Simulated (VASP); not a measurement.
## Al20O: single point with LDA

Al20O, a slab with vacuum:

```xyz
21
Lattice="8.1000 0.0000 0.0000 0.0000 5.7276 0.0000 0.0000 0.0000 16.7276" Properties=species:S:1:pos:R:3 pbc="T T T"
Al    0.0000    0.0000    1.0000
Al    4.0500    0.0000    1.0000
Al    0.0000    2.8638    1.0000
Al    4.0500    2.8638    1.0000
Al    2.0250    1.4319    2.4319
Al    6.0750    1.4319    2.4319
Al    2.0250    4.2957    2.4319
Al    6.0750    4.2957    2.4319
Al    0.0133   -0.0065    3.7413
Al    4.0382   -0.0195    3.7312
Al    0.0133    2.8701    3.7408
Al    4.0380    2.8838    3.7314
Al    2.0248    1.4320    5.1263
Al    5.9729    1.4317    5.1203
Al    1.9768    4.2961    5.3405
Al    6.0095    4.2961    5.1596
Al   -0.1038    0.0947    6.4023
Al    4.0377    0.0129    6.4340
Al   -0.1030    2.7681    6.3988
Al    4.0380    2.8512    6.4337
O     0.7903    4.2950    6.8103
```

```
Program                : VASP 6.6.1
Task                   : single point
Functional             : LDA
Potentials or basis    : VASP PAW LDA potentials, release 64 (Al, O)
Cutoff                 : 520 eV
k mesh                 : 3 × 4 × 1
Occupations            : gaussian, width 0.1 eV
Spin                   : no spin polarisation
Dipole correction      : no
Further INCAR settings : LREAL = Auto; ALGO = Normal; EDIFF = 1e-06; NBANDS = 49
```

```json
{
 "Largest force": "0.333 eV/Å",
 "Band gap on the k mesh": "zero (bands 33 and 34 overlap by 0.27 eV)"
}
```

Forces in eV/Å, atoms in the order of the input:
```
Al   0.042 -0.117  0.306
Al   0.031  0.070  0.203
Al   0.042  0.117  0.305
Al   0.031 -0.070  0.203
Al   0.092  0.000 -0.320
Al  -0.082  0.000 -0.304
Al  -0.076  0.000 -0.116
Al  -0.074  0.000 -0.316
Al  -0.005  0.000  0.004
Al   0.000 -0.003  0.000
Al  -0.005  0.002 -0.001
Al   0.002  0.002 -0.001
Al  -0.001 -0.001  0.009
Al   0.001  0.001  0.000
Al   0.021  0.000 -0.029
Al   0.002 -0.001  0.002
Al  -0.030  0.058 -0.013
Al   0.004  0.001  0.007
Al  -0.030 -0.058  0.001
Al   0.003 -0.001  0.007
O    0.033  0.001  0.053
```

Levels at points of the mesh, in eV from the Fermi level:
```
           k point  band 29  band 30  band 31  band 32  band 33  band 34  band 35  band 36  band 37  band 38
(0.00, 0.00, 0.00)    -1.15    -1.04    -1.04    -0.64    -0.26     0.20     0.48     0.56     0.84     1.00
(0.00, 0.50, 0.00)    -0.82    -0.13    -0.08     0.12     0.20     0.49     0.65     0.88     0.89     1.12
```

It took 5.8 min on 1 thread of Intel(R) Xeon(R) Platinum 8488C (Sapphire Rapids) (shared host), peak memory 0.61 GiB.

Caveat: there is no dipole correction, which matters where the two faces differ.
